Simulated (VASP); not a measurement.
# NiO (Fm-3m) in VASP: single point with PBE

Aim: the single point of NiO with PBE.

Program: VASP 6.6.1. These are calculated values, not measurements. Logs are shortened: lines on timing, memory, paths and dates and some standing lists are left out, and cuts for length are marked.

## (1) The cell of the first run

Symmetry: Fm-3m, No. 225, cubic system. The conventional cell has a = 4.168 Å, b = 4.168 Å, c = 4.168 Å, α = 90.00°, β = 90.00°, γ = 90.00°. Ni (site symmetry m-3m) has 6 O at 2.08 Å within 2.8 Å. Within 2.8 Å of O (site symmetry m-3m) lie 6 Ni at 2.08 Å.

## (2) Single point, PBE, collinear spin, ferromagnetic start

Input file INCAR:

```
PREC = Accurate ; ENCUT = 520
EDIFF = 1E-6 ; ISMEAR = -1
SIGMA = 0.05 ; LREAL = False
LASPH = True ; NELM = 150
ALGO = Normal ; ISIF = 2
LWAVE = False ; LCHARG = False
ISPIN = 2 ; MAGMOM = 2 2 0 0
LORBIT = 11 ; LMAXMIX = 4
GGA = PE ; NBANDS = 28
```

Input file KPOINTS:

```
regular mesh
0
Gamma
  8 4 8
```

Input file POSCAR:

```
NiO
1.0
    0.0000000000      2.0842000000      2.0842000000
    4.1684000000      0.0000000000      4.1684000000
    2.0842000000      2.0842000000      0.0000000000
Ni O
2 2
Direct
    0.0000000000      0.0000000000      0.0000000000
    0.0000000000      0.5000000000      0.0000000000
    0.5000000000      0.2500000000      0.5000000000
    0.5000000000      0.7500000000      0.5000000000
```

Potentials or basis: VASP PAW PBE potentials, release 64 (Ni, O).

Run with:

```console
> cat potpaw_PBE.64/Ni/POTCAR potpaw_PBE.64/O/POTCAR > POTCAR
> mpirun -np 1 vasp_std > vasp.out
```

OUTCAR:

```text
PREC = Accurate
   ENCUT = 520
   EDIFF = 1E-6
   ISMEAR = -1
   LREAL = False
   LASPH = True
   NELM = 150
   ISIF = 2
   ISPIN = 2
   LORBIT = 11
   GGA = PE

 ion  position               nearest neighbor table
   1  0.000  0.000  0.000-   4 2.08   3 2.08   4 2.08   3 2.08   4 2.08   3 2.08   2 2.95   2 2.95
                             2 2.95   2 2.95   2 2.95   2 2.95
   2  0.000  0.500  0.000-   3 2.08   3 2.08   4 2.08   3 2.08   4 2.08   4 2.08   1 2.95   1 2.95
                             1 2.95   1 2.95   1 2.95   1 2.95
   3  0.500  0.250  0.500-   1 2.08   1 2.08   2 2.08   1 2.08   2 2.08   2 2.08
   4  0.500  0.750  0.500-   2 2.08   1 2.08   2 2.08   1 2.08   2 2.08   1 2.08

  LATTYP: Found a trigonal (rhomboedric) cell.
 ALAT       =     5.1052265219
 COS(alpha) =     0.8333333333

  Lattice vectors:

 A1 = (   2.0842000000,  -4.1684000000,   2.0842000000)
 A2 = (   4.1684000000,  -2.0842000000,   2.0842000000)
 A3 = (   2.0842000000,  -2.0842000000,   4.1684000000)

Analysis of symmetry for initial positions (statically):
=====================================================================
 Subroutine PRICEL returns following result:

  LATTYP: Found a face centered cubic cell.
 ALAT       =     4.1684000000
[... 12 lines left out ...]
 Subroutine GETGRP returns: Found 12 space group operations
 (whereof 12 operations were pure point group operations)
 out of a pool of 12 trial point group operations.

The static configuration has the point symmetry D_3d.

Analysis of symmetry for dynamics (positions and initial velocities):
=====================================================================
 Subroutine PRICEL returns following result:

  LATTYP: Found a face centered cubic cell.
 ALAT       =     4.1684000000
[... 12 lines left out ...]
 Subroutine GETGRP returns: Found 12 space group operations
 (whereof 12 operations were pure point group operations)
 out of a pool of 12 trial point group operations.

The dynamic configuration has the point symmetry D_3d.

Analysis of structural, dynamic, and magnetic symmetry:
=====================================================================
 Subroutine PRICEL returns following result:

  LATTYP: Found a face centered cubic cell.
 ALAT       =     4.1684000000
[... 12 lines left out ...]
 Subroutine GETGRP returns: Found 12 space group operations
 (whereof 12 operations were pure point group operations)
 out of a pool of 12 trial point group operations.

The overall configuration has the point symmetry D_3d.

 Subroutine INISYM returns: Found 12 space group operations
 (whereof 12 operations are pure point group operations),
 and found     2 'primitive' translations

----------------------------------------------------------------------------------------

                                     Primitive cell

  volume of cell :      18.1071

  direct lattice vectors                    reciprocal lattice vectors
     0.000000000  2.084200000  2.084200000    -0.239900202  0.239900202  0.239900202
     2.084200000  0.000000000  2.084200000     0.239900202 -0.239900202  0.239900202
     2.084200000  2.084200000  0.000000000     0.239900202  0.239900202 -0.239900202

  length of vectors
     2.947503907  2.947503907  2.947503907     0.415519338  0.415519338  0.415519338

  position of ions in fractional coordinates (direct lattice)
     0.000000000  0.000000000  0.000000000
     0.500000000  0.500000000  0.500000000

  ion indices of the primitive-cell ions
   primitive index   ion index
                 1           1
                 2           3

----------------------------------------------------------------------------------------

 KPOINTS: regular mesh

Automatic generation of k-mesh.
 Grid dimensions read from file:
 generate k-points for:    8    4    8

 Generating k-lattice:

  Cartesian coordinates                     Fractional coordinates (reciprocal lattice)
[... 25 lines left out ...]
|     Results are often still useful ...                                      |
|                                                                             |
 -----------------------------------------------------------------------------

 Subroutine IBZKPT returns following result:
 ===========================================

 Found     35 irreducible k-points:

 Following reciprocal coordinates:
            Coordinates               Weight
  0.000000  0.000000  0.000000      1.000000
  0.125000  0.000000  0.000000      6.000000
  0.250000  0.000000  0.000000      6.000000
  0.375000  0.000000  0.000000      6.000000
  0.500000  0.000000  0.000000      3.000000
  0.000000  0.250000  0.000000      2.000000
[... 16 lines left out ...]
 -0.250000  0.000000  0.125000     12.000000
 -0.125000  0.000000  0.125000      6.000000
 [... further k-points ...]
   k-points           NKPTS =     35   k-points in BZ     NKDIM =     35   number of bands    NBANDS=     28
   number of dos      NEDOS =    301   number of ions     NIONS =      4
   total plane-waves  NPLWV =  27648
   dimension x,y,z NGX =    24 NGY =   48 NGZ =   24
   dimension x,y,z NGXF=    48 NGYF=   96 NGZF=   48
   ions per type =               2   2
   NGX,Y,Z   is equivalent  to a cutoff of  13.54, 13.54, 13.54 a.u.
   NGXF,Y,Z  is equivalent  to a cutoff of  27.07, 27.07, 27.07 a.u.
 SYSTEM =  unknown system
   PREC   = accura    normal or accurate (medium, high low for compatibility)
   ISTART =      0    job   : 0-new  1-cont  2-samecut
   ICHARG =      2    charge: 1-file 2-atom 10-const
   ISPIN  =      2    spin polarized calculation?
   LNONCOLLINEAR =      F non collinear calculations
   LSORBIT =      F    spin-orbit coupling
   LASPH  =      T    aspherical Exc in radial PAW
   ENCUT  =  520.0 eV  38.22 Ry    6.18 a.u.   5.48 10.96  5.48*2*pi/ulx,y,z
   NELM   =    150;   NELMIN=  2; NELMDL= -5     # of ELM steps
   EDIFF  = 0.1E-05   stopping-criterion for ELM
   LREAL  =      F    real-space projection
   EDIFFG = 0.1E-04   stopping-criterion for IOM
   NSW    =      0    number of steps for IOM
   IBRION =     -1    ionic relax: 0-MD 1-quasi-New 2-CG
   NFREE  =      0    steps in history (QN), initial steepest desc. (CG)
   ISIF   =      2    stress and relaxation
   ISYM   =      2    0-nonsym 1-usesym 2-fastsym
   POTIM  = 0.5000    time-step for ionic-motion
   TEBEG  =    0.0;   TEEND  =   0.0 temperature during run
   PSTRESS=    0.0 pullay stress
   NELECT =      32.0000    total number of electrons
   NUPDOWN=      -1.0000    fix difference up-down
   EMIN   =  10.00;   EMAX   =-10.00  energy-range for DOS
   EFERMI =   0.00;   METHOD = LEGACY
   ISMEAR =    -1;   SIGMA  =   0.05  broadening in eV -4-tet -1-fermi 0-gaus
   EFERMI_NEDOS =   21; number of points for ismear=-14 and -15
   IALGO  =     38    algorithm
   IMIX   =      4    mixing-type and parameters
     AMIX     =   0.40;   BMIX     =  1.00
     AMIX_MAG =   1.60;   BMIX_MAG =  1.00
  volume/ion in A,a.u.               =       9.05        61.10
  Fermi-wavevector in a.u.,A,eV,Ry     =   1.570961  2.968686 33.578074  2.467919
  Thomas-Fermi vector in A             =   2.672616
   LORBIT       =     11    0 simple, 1 ext, 2 COOP (PROOUT), +10 PAW based schemes
   GGA     = PE    functional components
   LHFCALC =     F    Hartree Fock is set to
   AEXX    =    0.0000 exact exchange contribution
   IVDW    =     0    specifies the selected vdW correction
   LEPSILON=     F    determine dielectric tensor
   LRPA    =     F    only Hartree local field effects (RPA)
 spin polarized calculation
  energy-cutoff  :      520.00
  volume of cell :       36.21
 maximum number of plane-waves:      1007
 NGX is ok and might be reduce to    24
   NGX = 11   NGY = 21   NGZ = 11

 number of electron      31.9999999 magnetization       3.5593602

 Free energy of the ion-electron system (eV)
  ---------------------------------------------------
  ext. energy  EPLUGINS =         0.00000000
  ---------------------------------------------------
  free energy    TOTEN  =       -22.94081780 eV

  energy without entropy =      -22.92303453  energy(sigma->0) =      -22.93192616

 E-fermi :   8.0024     XC(G=0): -12.7141

 val. band max:        7.9824633879   @ k =   0.3750   0.0000   0.0000
 cond. band min:       8.0232277045   @ k =   0.0000   0.2500   0.0000
 fundamental gap:      0.0407643166
 Fermi energy:         8.0023842564

 spin component 1

 k-point     1 :       0.0000    0.0000    0.0000
  band No.  band energies     occupation
      1     -12.4350      1.00000
      2     -11.0371      1.00000
      3      -0.2910      1.00000
      4       2.0255      1.00000
      5       2.0255      1.00000
      6       4.8069      1.00000
[... 733 lines left out ...]
     27      27.6087      0.00000
     28      29.6182      0.00000

 [... further k-points ...]

 spin component 2

 k-point     1 :       0.0000    0.0000    0.0000
  band No.  band energies     occupation
      1     -11.9841      1.00000
      2     -10.5353      1.00000
      3       0.0882      1.00000
      4       3.1524      1.00000
      5       3.1526      1.00000
      6       5.4958      1.00000
[... 733 lines left out ...]
     27      27.8099      0.00000
     28      29.8237      0.00000

 [... further k-points ...]
[... 5 lines left out ...]
  --------------------------------------------------------------------------------------
  -------------------------------------------------------------------------------------
  Total        1.5143851      1.5143851      1.5143851     -0.0001212     -0.0001212      0.0001212
  in kB       66.9990662     66.9990662     66.9990662     -0.0053618     -0.0053618      0.0053618
  external PRESSURE =      66.9990662 kB  Pullay stress =       0.0000000 kB

 VOLUME and BASIS-vectors are now :
 -----------------------------------------------------------------------------
  energy-cutoff  :      520.00
  volume of cell :       36.21
      direct lattice vectors                 reciprocal lattice vectors
     0.000000000  2.084200000  2.084200000    -0.239900202  0.239900202  0.239900202
     4.168400000  0.000000000  4.168400000     0.119950101 -0.119950101  0.119950101
     2.084200000  2.084200000  0.000000000     0.239900202  0.239900202 -0.239900202

 POSITION                                       TOTAL-FORCE (eV/Angst)
 -----------------------------------------------------------------------------------
      0.00000      0.00000      0.00000         0.000000     -0.000000     -0.000000
      2.08420      0.00000      2.08420         0.000000     -0.000000     -0.000000
      2.08420      2.08420      2.08420         0.000000     -0.000000     -0.000000
      4.16840      2.08420      4.16840        -0.000000      0.000000      0.000000
 -----------------------------------------------------------------------------------
    total drift:                                0.000000     -0.000000     -0.000000

  FREE ENERGIE OF THE ION-ELECTRON SYSTEM (eV)
  ---------------------------------------------------
  free  energy   TOTEN  =       -22.9408177981 eV

  energy  without entropy=      -22.9230345250  energy(sigma->0) =      -22.93192616

 total charge

# of ion       s       p       d       tot
------------------------------------------
    1        0.335   0.410   8.248   8.993
    2        0.335   0.410   8.248   8.993
    3        1.557   3.429   0.000   4.985
    4        1.557   3.429   0.000   4.985
--------------------------------------------------
tot          3.783   7.678  16.495  27.956

 magnetization (x)

# of ion       s       p       d       tot
------------------------------------------
    1        0.011   0.016   1.432   1.459
    2        0.011   0.016   1.432   1.459
    3        0.028   0.248   0.000   0.276
    4        0.028   0.248   0.000   0.276
--------------------------------------------------
tot          0.079   0.527   2.864   3.471
```

Wall time 51 s (1 thread of Intel Xeon 6975P-C, shared host); peak memory 0.22 GiB.

What came out:

```yaml
Free_energy: -22.9408 eV
Pressure: 6.7 GPa
Net_moment: 3.56 μB per cell
Site_moments: Ni +1.46; O +0.28 μB
Valence_electrons_inside_the_program's_atomic_spheres: Ni 8.99; O 4.99
```

Levels at points of the mesh, in eV from the Fermi level:
Spin up:
```csv
k point,band 14,band 15,band 16,band 17,band 18,band 19,band 20,band 21,band 22,band 23
"(0.00, 0.00, 0.00)",-2.01,-2.01,-1.46,0.27,0.27,1.55,5.59,10.00,14.02,14.02
"(0.50, 0.00, 0.00)",-1.69,-1.69,-1.46,0.27,0.27,5.59,6.14,10.00,10.59,12.22
"(0.00, 0.50, 0.00)",-2.01,-0.79,-0.79,-0.79,-0.79,4.27,4.27,12.19,12.19,16.32
"(0.50, 0.50, 0.00)",-1.59,-1.17,-1.17,-1.00,-1.00,7.48,7.48,9.77,9.77,11.65
```
Spin down:
```tsv
k point	band 10	band 11	band 12	band 13	band 14	band 15	band 16	band 17	band 18	band 19
(0.00, 0.00, 0.00)	-1.88	-1.88	-0.98	-0.98	-0.62	-0.62	-0.60	1.90	2.23	2.23
(0.50, 0.00, 0.00)	-0.98	-0.98	-0.79	-0.79	-0.60	-0.19	0.36	2.23	2.23	5.76
(0.00, 0.50, 0.00)	-1.39	-1.39	-1.39	-1.20	-1.20	1.08	1.08	1.08	1.08	4.66
(0.50, 0.50, 0.00)	-1.65	-0.87	-0.87	-0.69	-0.69	1.02	1.02	1.02	1.02	7.91
```

Caveat: semilocal functionals often make such compounds metallic where correlation or magnetic order opens a gap, which also shifts bond lengths.
